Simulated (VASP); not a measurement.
# Zn2C3 (P-3m1) in VASP: notebook

Zn2C3 is run at these levels: PBE; tasks: single point, relaxation of cell and atoms.

Program: VASP 6.6.1. These are calculated values, not measurements. Logs are shortened: lines on timing, memory, paths and dates and some standing lists are left out, and cuts for length are marked.

### 1 The cell of the first run

Symmetry: P-3m1, No. 164, trigonal system. The conventional cell has a = 2.681 Å, b = 2.681 Å, c = 7.573 Å, α = 90.00°, β = 90.00°, γ = 120.00°. Within 2.8 Å of Zn (site symmetry 3m) lie 4 C at 2.12 to 2.15 Å and 6 Zn at 2.68 Å. C (site symmetry -3m) has 6 Zn at 2.15 Å and 6 C at 2.68 Å within 2.8 Å. Within 2.1 Å of C (site symmetry 3m) lie 3 C at 1.59 Å.

### 2 Single point, PBE

Input file INCAR:

```
  PREC = Accurate
  ENCUT = 520
  EDIFF = 1E-7
  ISMEAR = 0
  SIGMA = 0.1
  LREAL = F
  LASPH = T
  NELM = 60
  ALGO = Normal
  ISIF = 2
  LWAVE = F
  LCHARG = F
  GGA = PE
  NBANDS = 26
```

Input file KPOINTS:

```
Automatic mesh
0
Gamma
  6 6 4
```

Input file POSCAR:

```
Zn2C3
1.0
    2.6806572178      0.0000000000      0.0000000000
   -1.3403286089      2.3215172495      0.0000000000
    0.0000000000      0.0000000000      7.5729151329
Zn C
2 3
Direct
    0.3333333333      0.6666666667      0.1969484006
    0.6666666667      0.3333333333      0.8030515994
    0.0000000000      0.0000000000      0.0000000000
    0.3333333333      0.6666666667      0.4770062977
    0.6666666667      0.3333333333      0.5229937023
```

Potentials or basis: VASP PAW PBE potentials, release 64 (Zn, C).

Command:

```console
$ cat potpaw_PBE.64/Zn/POTCAR potpaw_PBE.64/C/POTCAR > POTCAR
$ mpirun -np 1 vasp_std > vasp.out
```

OUTCAR:

```text
PREC = Accurate
   ENCUT = 520
   EDIFF = 1E-7
   ISMEAR = 0
   LREAL = F
   LASPH = T
   NELM = 60
   ISIF = 2
   GGA = PE

 ion  position               nearest neighbor table
   1  0.333  0.667  0.197-   4 2.12   3 2.15   3 2.15   3 2.15
   2  0.667  0.333  0.803-   5 2.12   3 2.15   3 2.15   3 2.15
   3  0.000  0.000  0.000-   1 2.15   2 2.15   2 2.15   1 2.15   2 2.15   1 2.15
   4  0.333  0.667  0.477-   5 1.59   5 1.59   5 1.59   1 2.12
   5  0.667  0.333  0.523-   4 1.59   4 1.59   4 1.59   2 2.12

  LATTYP: Found a hexagonal cell.
 ALAT       =     2.6806572178
 C/A-ratio  =     2.8250218203

  Lattice vectors:

 A1 = (   2.6806572178,   0.0000000000,   0.0000000000)
 A2 = (  -1.3403286089,   2.3215172495,   0.0000000000)
 A3 = (   0.0000000000,   0.0000000000,   7.5729151329)

Analysis of symmetry for initial positions (statically):
=====================================================================
 Subroutine PRICEL returns:
 Original cell was already a primitive cell.

 Routine SETGRP: Setting up the symmetry group for a
 hexagonal supercell.

 Subroutine GETGRP returns: Found 12 space group operations
 (whereof 12 operations were pure point group operations)
 out of a pool of 24 trial point group operations.

The static configuration has the point symmetry D_3d.

Analysis of symmetry for dynamics (positions and initial velocities):
=====================================================================
 Subroutine PRICEL returns:
 Original cell was already a primitive cell.

 Routine SETGRP: Setting up the symmetry group for a
 hexagonal supercell.

 Subroutine GETGRP returns: Found 12 space group operations
 (whereof 12 operations were pure point group operations)
 out of a pool of 24 trial point group operations.

The dynamic configuration has the point symmetry D_3d.

 Subroutine INISYM returns: Found 12 space group operations
 (whereof 12 operations are pure point group operations),
 and found     1 'primitive' translations

----------------------------------------------------------------------------------------

                                     Primitive cell

  volume of cell :      47.1277

  direct lattice vectors                    reciprocal lattice vectors
     2.680657218  0.000000000  0.000000000     0.373042847  0.215376388  0.000000000
    -1.340328609  2.321517249  0.000000000     0.000000000  0.430752776  0.000000000
     0.000000000  0.000000000  7.572915133     0.000000000  0.000000000  0.132049545

  length of vectors
     2.680657218  2.680657218  7.572915133     0.430752776  0.430752776  0.132049545

  position of ions in fractional coordinates (direct lattice)
     0.333333333  0.666666667  0.196948401
     0.666666667  0.333333333  0.803051599
     0.000000000  0.000000000  0.000000000
     0.333333333  0.666666667  0.477006298
     0.666666667  0.333333333  0.522993702

  ion indices of the primitive-cell ions
   primitive index   ion index
                 1           1
                 2           2
                 3           3
                 4           4
                 5           5

----------------------------------------------------------------------------------------

 KPOINTS: Automatic mesh

Automatic generation of k-mesh.
 Grid dimensions read from file:
 generate k-points for:    6    6    4

 Generating k-lattice:

  Cartesian coordinates                     Fractional coordinates (reciprocal lattice)
     0.062173808  0.035896065  0.000000000     0.166666667  0.000000000  0.000000000
     0.000000000  0.071792129  0.000000000     0.000000000  0.166666667  0.000000000
     0.000000000  0.000000000  0.033012386     0.000000000  0.000000000  0.250000000

  Length of vectors
     0.071792129  0.071792129  0.033012386

  Shift w.r.t. Gamma in fractional coordinates (k-lattice)
     0.000000000  0.000000000  0.000000000

 Subroutine IBZKPT returns following result:
 ===========================================

 Found     24 irreducible k-points:

 Following reciprocal coordinates:
            Coordinates               Weight
  0.000000  0.000000  0.000000      1.000000
  0.166667 -0.000000  0.000000      6.000000
  0.333333  0.000000  0.000000      6.000000
  0.500000 -0.000000  0.000000      3.000000
  0.166667  0.166667  0.000000      6.000000
  0.333333  0.166667  0.000000     12.000000
[... 16 lines left out ...]
  0.333333  0.166667  0.500000     12.000000
  0.333333  0.333333  0.500000      2.000000
   k-points           NKPTS =     24   k-points in BZ     NKDIM =     24   number of bands    NBANDS=     26
   number of dos      NEDOS =    301   number of ions     NIONS =      5
   total plane-waves  NPLWV =  22400
   dimension x,y,z NGX =    20 NGY =   20 NGZ =   56
   dimension x,y,z NGXF=    40 NGYF=   40 NGZF=  112
   ions per type =               2   3
   NGX,Y,Z   is equivalent  to a cutoff of  12.40, 12.40, 12.29 a.u.
   NGXF,Y,Z  is equivalent  to a cutoff of  24.81, 24.81, 24.59 a.u.
 SYSTEM =  unknown system
   PREC   = accura    normal or accurate (medium, high low for compatibility)
   ISTART =      0    job   : 0-new  1-cont  2-samecut
   ICHARG =      2    charge: 1-file 2-atom 10-const
   ISPIN  =      1    spin polarized calculation?
   LNONCOLLINEAR =      F non collinear calculations
   LSORBIT =      F    spin-orbit coupling
   LASPH  =      T    aspherical Exc in radial PAW
   ENCUT  =  520.0 eV  38.22 Ry    6.18 a.u.   4.98  4.98 14.08*2*pi/ulx,y,z
   NELM   =     60;   NELMIN=  2; NELMDL= -5     # of ELM steps
   EDIFF  = 0.1E-06   stopping-criterion for ELM
   LREAL  =      F    real-space projection
   EDIFFG = 0.1E-05   stopping-criterion for IOM
   NSW    =      0    number of steps for IOM
   IBRION =     -1    ionic relax: 0-MD 1-quasi-New 2-CG
   NFREE  =      0    steps in history (QN), initial steepest desc. (CG)
   ISIF   =      2    stress and relaxation
   ISYM   =      2    0-nonsym 1-usesym 2-fastsym
   POTIM  = 0.5000    time-step for ionic-motion
   TEBEG  =    0.0;   TEEND  =   0.0 temperature during run
   PSTRESS=    0.0 pullay stress
   NELECT =      36.0000    total number of electrons
   NUPDOWN=      -1.0000    fix difference up-down
   EMIN   =  10.00;   EMAX   =-10.00  energy-range for DOS
   EFERMI =   0.00;   METHOD = LEGACY
   ISMEAR =     0;   SIGMA  =   0.10  broadening in eV -4-tet -1-fermi 0-gaus
   EFERMI_NEDOS =   21; number of points for ismear=-14 and -15
   IALGO  =     38    algorithm
   IMIX   =      4    mixing-type and parameters
     AMIX     =   0.40;   BMIX     =  1.00
     AMIX_MAG =   1.60;   BMIX_MAG =  1.00
  volume/ion in A,a.u.               =       9.43        63.61
  Fermi-wavevector in a.u.,A,eV,Ry     =   1.496524  2.828020 30.471375  2.239583
  Thomas-Fermi vector in A             =   2.608529
   LORBIT       =      0    0 simple, 1 ext, 2 COOP (PROOUT), +10 PAW based schemes
   GGA     = PE    functional components
   LHFCALC =     F    Hartree Fock is set to
   AEXX    =    0.0000 exact exchange contribution
   IVDW    =     0    specifies the selected vdW correction
   LEPSILON=     F    determine dielectric tensor
   LRPA    =     F    only Hartree local field effects (RPA)
 non-spin polarized calculation
 Gauss-broadening in eV      SIGMA  =   0.10
  energy-cutoff  :      520.00
  volume of cell :       47.13
 maximum number of plane-waves:      1290
   NGX =  9   NGY =  9   NGZ = 29

 number of electron      36.0000007 magnetization

 Free energy of the ion-electron system (eV)
  ---------------------------------------------------
  ext. energy  EPLUGINS =         0.00000000
  ---------------------------------------------------
  free energy    TOTEN  =       -24.58304225 eV

  energy without entropy =      -24.57669055  energy(sigma->0) =      -24.57986640

 E-fermi :   5.2494     XC(G=0): -12.3142

 val. band max:        5.2064146806   @ k =   0.3333   0.1667   0.2500
 cond. band min:       5.3734584942   @ k =   0.3333   0.0000   0.2500
 fundamental gap:      0.1670438136
 Fermi energy:         5.2494464387

 k-point     1 :       0.0000    0.0000    0.0000
  band No.  band energies     occupation
      1     -12.3266      2.00000
      2      -9.1683      2.00000
      3      -4.8626      2.00000
      4      -3.1310      2.00000
      5      -2.8249      2.00000
      6      -2.4014      2.00000
[... 18 lines left out ...]
     25      17.2750      0.00000
     26      19.5414      0.00000

 k-point     2 :       0.1667   -0.0000    0.0000
  band No.  band energies     occupation
      1     -11.7441      2.00000
      2      -8.5834      2.00000
      3      -4.1373      2.00000
      4      -2.9821      2.00000
      5      -2.6667      2.00000
      6      -2.5093      2.00000
[... 18 lines left out ...]
     25      16.8117      0.00000
     26      17.7175      0.00000

 k-point     3 :       0.3333    0.0000    0.0000
  band No.  band energies     occupation
      1     -10.0450      2.00000
      2      -7.0297      2.00000
      3      -3.5079      2.00000
      4      -3.1850      2.00000
      5      -2.9784      2.00000
      6      -2.7689      2.00000
[... 18 lines left out ...]
     25      16.0938      0.00000
     26      16.8062      0.00000

 k-point     4 :       0.5000   -0.0000    0.0000
  band No.  band energies     occupation
      1      -7.9861      2.00000
      2      -6.2516      2.00000
      3      -5.7730      2.00000
      4      -3.4143      2.00000
      5      -3.1766      2.00000
      6      -2.8970      2.00000
[... 18 lines left out ...]
     25      15.8382      0.00000
     26      16.0730      0.00000
[... 496 lines left out ...]
      1     -10.5904      2.00000
      2      -7.5637      2.00000
      3      -3.0247      2.00000
      4      -2.9278      2.00000
      5      -2.5988      2.00000
      6      -2.5335      2.00000
[... 18 lines left out ...]
     25      14.9882      0.00000
     26      15.9285      0.00000

 k-point    23 :       0.3333    0.1667    0.5000
  band No.  band energies     occupation
      1      -8.4581      2.00000
      2      -5.9430      2.00000
      3      -4.9749      2.00000
      4      -3.1121      2.00000
      5      -2.9379      2.00000
      6      -2.6994      2.00000
[... 18 lines left out ...]
     25      14.4482      0.00000
     26      15.2802      0.00000

 k-point    24 :       0.3333    0.3333    0.5000
  band No.  band energies     occupation
      1      -6.3837      2.00000
      2      -6.3837      2.00000
      3      -5.2721      2.00000
      4      -3.2933      2.00000
      5      -2.8475      2.00000
      6      -2.7510      2.00000
[... 18 lines left out ...]
     25      14.0071      0.00000
     26      16.6805      0.00000

------------------------ aborting loop because EDIFF is reached ----------------------------------------

  FORCE on cell =-STRESS in cart. coord.  units (eV):
  Direction    XX          YY          ZZ          XY          YZ          ZX
  --------------------------------------------------------------------------------------
  -------------------------------------------------------------------------------------
  Total        0.1706811      0.1706811      0.2687591      0.0000000      0.0000000      0.0000000
  in kB        5.8025620      5.8025620      9.1368695      0.0000000      0.0000000      0.0000000
  external PRESSURE =       6.9139979 kB  Pullay stress =       0.0000000 kB

 VOLUME and BASIS-vectors are now :
 -----------------------------------------------------------------------------
  energy-cutoff  :      520.00
  volume of cell :       47.13
      direct lattice vectors                 reciprocal lattice vectors
     2.680657218  0.000000000  0.000000000     0.373042847  0.215376388  0.000000000
    -1.340328609  2.321517249  0.000000000     0.000000000  0.430752776  0.000000000
     0.000000000  0.000000000  7.572915133     0.000000000  0.000000000  0.132049545

 POSITION                                       TOTAL-FORCE (eV/Angst)
 -----------------------------------------------------------------------------------
     -0.00000      1.54768      1.49147         0.000000      0.000000      0.027124
      1.34033      0.77384      6.08144        -0.000000     -0.000000     -0.027124
      0.00000      0.00000      0.00000        -0.000000      0.000000      0.000000
     -0.00000      1.54768      3.61233         0.000000      0.000000      0.018681
      1.34033      0.77384      3.96059        -0.000000      0.000000     -0.018681
 -----------------------------------------------------------------------------------
    total drift:                               -0.000000      0.000000      0.000000

  FREE ENERGIE OF THE ION-ELECTRON SYSTEM (eV)
  ---------------------------------------------------
  free  energy   TOTEN  =       -24.5830422530 eV

  energy  without entropy=      -24.5766905471  energy(sigma->0) =      -24.57986640
```

Wall time 51 s (1 thread of Oxide Virtual Turin-like, shared host); peak memory 0.13 GiB.

What came out:

* Free energy: -24.5830 eV
* Pressure: 0.7 GPa
* Largest force: 0.027 eV/Å
* Band gap on the k mesh: zero (band 18 reaches 8.10 eV, above the bottom of band 19 at 3.50 eV)

Forces in eV/Å, atoms in the order of the input:
```
Zn   0.000  0.000  0.027
Zn   0.000  0.000 -0.027
C    0.000  0.000  0.000
C    0.000  0.000  0.019
C    0.000  0.000 -0.019
```

Levels at points of the mesh, in eV from the Fermi level:
| k point | band 16 | band 17 | band 18 | band 19 | band 20 | band 21 |
| --- | --- | --- | --- | --- | --- | --- |
| (0.00, 0.00, 0.00) | -2.07 | -2.07 | 2.85 | 2.85 | 4.04 | 6.67 |
| (0.50, 0.00, 0.00) | -3.52 | -3.51 | -0.30 | 1.02 | 1.69 | 4.22 |
| (0.00, 0.00, 0.50) | -2.08 | -0.20 | 1.27 | 2.85 | 2.85 | 6.75 |
| (0.50, 0.00, 0.50) | -3.56 | -2.97 | -1.02 | 0.74 | 1.00 | 5.10 |

Caveat: the k points lie up to 0.45 Å⁻¹ apart.

[end of part 1 of 3]
